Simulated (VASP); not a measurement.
Wanted: the native input for a VASP 6.6.1 run.

* Task: single point
* Functional: PBEsol
* Potentials or basis: VASP PAW PBE potentials, release 64 (La, Pd)
* Cutoff: 520 eV
* k mesh: 9 × 9 × 9
* Occupations: fermi-dirac, width 0.05 eV
* Spin: no spin polarisation
* Dipole correction: no
* Further INCAR settings: ALGO = Normal; EDIFF = 1e-07; NBANDS = 22

The structure of LaPd2 lies in POSCAR:

```
LaPd2
1.0
   -1.9539532481      1.9539532481      4.4120439189
    1.9539532481     -1.9539532481      4.4120439189
    1.9539532481      1.9539532481     -4.4120439189
La Pd
1 2
Direct
    0.0000000000      0.0000000000      0.0000000000
    0.2500000000      0.7500000000      0.5000000000
    0.7500000000      0.2500000000      0.5000000000
```

One way to write it, as run:

INCAR

```
  PREC = Accurate
  ENCUT = 520
  EDIFF = 1E-7
  ISMEAR = -1
  SIGMA = 0.05
  LREAL = F
  LASPH = T
  NELM = 100
  ALGO = Normal
  ISIF = 2
  LWAVE = F
  LCHARG = F
  GGA = PS
  NBANDS = 22
```

KPOINTS

```
Automatic mesh
0
Gamma
  9 9 9
```

Potentials or basis: VASP PAW PBE potentials, release 64 (La, Pd).

The run is started by

```console
$ cat potpaw_PBE.64/La/POTCAR potpaw_PBE.64/Pd/POTCAR > POTCAR
$ mpirun -np 1 vasp_std > vasp.out
```

Results of the run:

The pressure is -0.1 GPa.

Caveat: the PAW data sets were made with another functional, which shifts forces and pressure a little.

Run time: 2.7 min on 1 thread of Intel(R) Xeon(R) Platinum 8259CL CPU @ 2.50GHz (Skylake/Cascade Lake), on a shared host, peak memory 0.33 GiB.
